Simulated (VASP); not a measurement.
# CuI (Cmcm) in VASP: settings compared, part 2 of 2

VASP 6.6.1. Earlier steps stand in the parts before.

## Step 3: Single point, PBEsol

Input file INCAR:

```
PREC     = Accurate       # precision mode
ENCUT    = 520            # plane-wave cutoff, eV
EDIFF    = 1E-6           # SCF threshold, eV
ISMEAR   = 0              # smearing method
SIGMA    = 0.01           # smearing width, eV
LREAL    = False          # projectors in reciprocal space
LASPH    = True           # aspherical terms in the spheres
NELM     = 100            # most SCF steps
ALGO     = Normal         # electronic algorithm
ISIF     = 2              # what is computed and relaxed
LWAVE    = False          # write WAVECAR
LCHARG   = True           # write CHGCAR
GGA      = PS             # functional
LELF     = True           # ELF
LVHAR    = True         
NBANDS   = 26             # bands
```

Input file KPOINTS:

```
regular mesh
0
Gamma
  4 4 6
```

Input file POSCAR:

```
CuI
1.0
    3.7331675900     -3.7110863700      0.0000000000
    3.7331675900      3.7110863700      0.0000000000
    0.0000000000      0.0000000000      4.3069976700
Cu I
2 2
Direct
    0.4204388300      0.5795611700      0.7500000000
    0.5795611700      0.4204388300      0.2500000000
    0.7700426800      0.2299573200      0.7500000000
    0.2299573200      0.7700426800      0.2500000000
```

Potentials or basis: VASP PAW PBE potentials, release 64 (Cu, I).

Launch:

```sh
$ cat potpaw_PBE.64/Cu/POTCAR potpaw_PBE.64/I/POTCAR > POTCAR
$ mpirun -np 1 vasp_std > vasp.out
```

Wall time 97 s (1 thread of AMD EPYC 7R43 (Zen 3), shared host); peak memory 0.22 GiB.

The run converged. Its results:

| Quantity | Value |
| --- | --- |
| Free energy | -12.3339 eV |
| Pressure | -1.3 GPa |
| Largest force | 0.158 eV/Å |
| Band gap on the k mesh | 0.94 eV |

Forces on the atoms (eV/Å):
```
Cu   0.000  0.034  0.000
Cu   0.000 -0.034  0.000
I    0.000  0.158  0.000
I    0.000 -0.158  0.000
```

Stress tensor (GPa, compression positive):
```
-0.56  0.00  0.00
 0.00 -1.51  0.00
 0.00  0.00 -1.81
```

Levels at points of the mesh, in eV from the valence-band top:
| k point | band 14 | band 15 | band 16 | band 17 | band 18 | band 19 | band 20 | band 21 | band 22 | band 23 |
| --- | --- | --- | --- | --- | --- | --- | --- | --- | --- | --- |
| (0.00, 0.00, 0.00) | -1.86 | -1.81 | -1.49 | -0.93 | 0.00 | 0.94 | 1.66 | 2.38 | 4.56 | 5.04 |
| (0.50, 0.00, 0.00) | -1.89 | -1.79 | -1.38 | -1.36 | -0.39 | 2.66 | 2.86 | 3.43 | 3.96 | 5.44 |
| (0.50, 0.50, 0.00) | -1.95 | -1.79 | -1.06 | -0.77 | -0.21 | 1.60 | 2.68 | 4.21 | 4.86 | 5.22 |
| (0.00, 0.00, 0.50) | -1.95 | -1.83 | -1.83 | -1.60 | -1.60 | 3.64 | 3.64 | 3.73 | 3.73 | 5.85 |
| (0.50, 0.00, 0.50) | -1.97 | -1.83 | -1.83 | -1.36 | -1.36 | 2.13 | 2.13 | 3.40 | 3.40 | 7.28 |
| (0.50, 0.50, 0.50) | -2.02 | -1.80 | -1.80 | -1.62 | -1.62 | 3.96 | 3.96 | 4.48 | 4.48 | 6.52 |

Caveat: the PAW data sets were made with another functional, which shifts forces and pressure a little; spin-orbit coupling is left out, which moves the levels of the heavy elements.

## Step 4: Single point, BLYP

Input file INCAR:

```
  PREC = Accurate
  ENCUT = 520
  EDIFF = 1E-7
  ISMEAR = 0
  SIGMA = 0.01
  LREAL = False
  LASPH = True
  NELM = 100
  ALGO = Normal
  ISIF = 2
  LWAVE = False
  LCHARG = True
  GGA = B5
  ALDAX = 1.0
  AGGAX = 1.0
  AGGAC = 1.0
  ALDAC = 0.0
  LELF = True
  LVHAR = True
  NBANDS = 26
```

Input file KPOINTS:

```
Automatic mesh
0
Gamma
  4 4 6
```

POSCAR is that of step 3.

Potentials or basis: VASP PAW PBE potentials, release 64 (Cu, I).

Launch:

```sh
$ cat potpaw_PBE.64/Cu/POTCAR potpaw_PBE.64/I/POTCAR > POTCAR
$ mpirun -np 1 vasp_std > vasp.out
```

OUTCAR:

```text
PREC = Accurate
   ENCUT = 520
   EDIFF = 1E-7
   ISMEAR = 0
   LREAL = False
   LASPH = True
   NELM = 100
   ISIF = 2
   GGA = B5

 ion  position               nearest neighbor table
   1  0.420  0.580  0.750-   2 2.46   2 2.46   4 2.58   4 2.58   3 2.59
   2  0.580  0.420  0.250-   1 2.46   1 2.46   3 2.58   3 2.58   4 2.59
   3  0.770  0.230  0.750-   2 2.58   2 2.58   1 2.59
   4  0.230  0.770  0.250-   1 2.58   1 2.58   2 2.59

  LATTYP: Found a base centered orthorhombic cell.
 ALAT       =     7.4221727400
[... 897 lines left out ...]
  Direction    XX          YY          ZZ          XY          YZ          ZX
  --------------------------------------------------------------------------------------
  -------------------------------------------------------------------------------------
  Total        1.8020948      3.8496104      3.9517148      0.0000000     -0.0000000      0.0000000
  in kB       24.1938529     51.6825797     53.0533724      0.0000000     -0.0000000      0.0000000
  external PRESSURE =      42.9766017 kB  Pullay stress =       0.0000000 kB

 VOLUME and BASIS-vectors are now :
 -----------------------------------------------------------------------------
  energy-cutoff  :      520.00
  volume of cell :      119.34
      direct lattice vectors                 reciprocal lattice vectors
     3.733167590 -3.711086370  0.000000000     0.133934518 -0.134731437  0.000000000
     3.733167590  3.711086370  0.000000000     0.133934518  0.134731437  0.000000000
     0.000000000  0.000000000  4.306997670     0.000000000  0.000000000  0.232180297

 POSITION                                       TOTAL-FORCE (eV/Angst)
 -----------------------------------------------------------------------------------
      3.73317      0.59052      3.23025         0.000000      0.203172      0.000000
      3.73317     -0.59052      1.07675         0.000000     -0.203172      0.000000
      3.73317     -2.00430      3.23025         0.000000     -0.534331     -0.000000
      3.73317      2.00430      1.07675         0.000000      0.534331     -0.000000
 -----------------------------------------------------------------------------------
    total drift:                                0.000000     -0.000000      0.000000

  FREE ENERGIE OF THE ION-ELECTRON SYSTEM (eV)
  ---------------------------------------------------
  free  energy   TOTEN  =        -8.9392551499 eV

  energy  without entropy=       -8.9392551499  energy(sigma->0) =       -8.93925515
```

OSZICAR:

```text
N       E                     dE             d eps       ncg     rms          rms(c)
DAV:   1     0.276444050425E+03    0.27644E+03   -0.14885E+04  1456   0.147E+03
DAV:   2     0.177109003508E+02   -0.25873E+03   -0.24570E+03  1460   0.307E+02
DAV:   3    -0.828279541563E+01   -0.25994E+02   -0.25463E+02  1922   0.119E+02
DAV:   4    -0.957916420596E+01   -0.12964E+01   -0.12917E+01  1976   0.247E+01
DAV:   5    -0.962978178738E+01   -0.50618E-01   -0.50612E-01  2262   0.468E+00    0.877E+00
DAV:   6    -0.933701118854E+01    0.29277E+00   -0.97229E+00  1806   0.714E+01    0.561E+00
DAV:   7    -0.893879959505E+01    0.39821E+00   -0.22189E+00  1832   0.433E+01    0.293E+00
DAV:   8    -0.895126539644E+01   -0.12466E-01   -0.24487E-01  2246   0.725E+00    0.909E-01
DAV:   9    -0.893877522327E+01    0.12490E-01   -0.67781E-02  1954   0.677E+00    0.297E-01
DAV:  10    -0.893934353821E+01   -0.56831E-03   -0.47490E-03  2246   0.788E-01    0.190E-01
DAV:  11    -0.893924321945E+01    0.10032E-03   -0.13467E-03  1818   0.930E-01    0.725E-02
DAV:  12    -0.893925434521E+01   -0.11126E-04   -0.20622E-04  2302   0.241E-01    0.231E-02
DAV:  13    -0.893925431713E+01    0.28079E-07   -0.74707E-06  2302   0.463E-02    0.879E-03
DAV:  14    -0.893925509799E+01   -0.78085E-06   -0.33944E-06  1568   0.109E-02    0.805E-03
DAV:  15    -0.893925522780E+01   -0.12981E-06   -0.30728E-07  1678   0.698E-03    0.314E-03
DAV:  16    -0.893925514994E+01    0.77855E-07   -0.89772E-08  1072   0.767E-03
   1 F= -.89392551E+01 E0= -.89392551E+01  d E =-.768345E-49
```

It took 2.2 min on 1 thread of AMD EPYC 7R43 (Zen 3), shared host; peak memory 0.23 GiB.

What came out:

```
Free energy            : -8.9393 eV
Pressure               : 4.3 GPa
Largest force          : 0.534 eV/Å
Band gap on the k mesh : 1.08 eV
```

Forces in eV/Å, atoms in the order of the input:
```
Cu   0.000  0.203  0.000
Cu   0.000 -0.203  0.000
I    0.000 -0.534  0.000
I    0.000  0.534  0.000
```

Caveat: the cell stands under pressure; the PAW data sets were made with another functional, which shifts forces and pressure a little; spin-orbit coupling is left out, which moves the levels of the heavy elements.

## Step 5: Overview

| level | potentials or basis | gap on the mesh (eV) | pressure (GPa) | largest force (eV/Å) |
| --- | --- | --- | --- | --- |
| LDA | VASP PAW LDA potentials, release 64 (Cu, I) | 0.90 | -3.2 | 0.38 |
| PBEsol | VASP PAW PBE potentials, release 64 (Cu, I) | 0.94 | -1.3 | 0.16 |
| BLYP | VASP PAW PBE potentials, release 64 (Cu, I) | 1.08 | 4.3 | 0.53 |

Alike in all rows: task single point; no spin polarisation; cell as given; k mesh 4 × 4 × 6; cutoff (eV) 520; smearing gaussian 0.01 eV.

Caveats: spin-orbit coupling is left out, which moves the levels of the heavy elements; the PAW data sets were made with another functional, which shifts forces and pressure a little (at least some runs); the cell stands under tension (at least some runs); the cell stands under pressure (at least some runs).

Absolute energies hang on the potentials; compare differences alone.
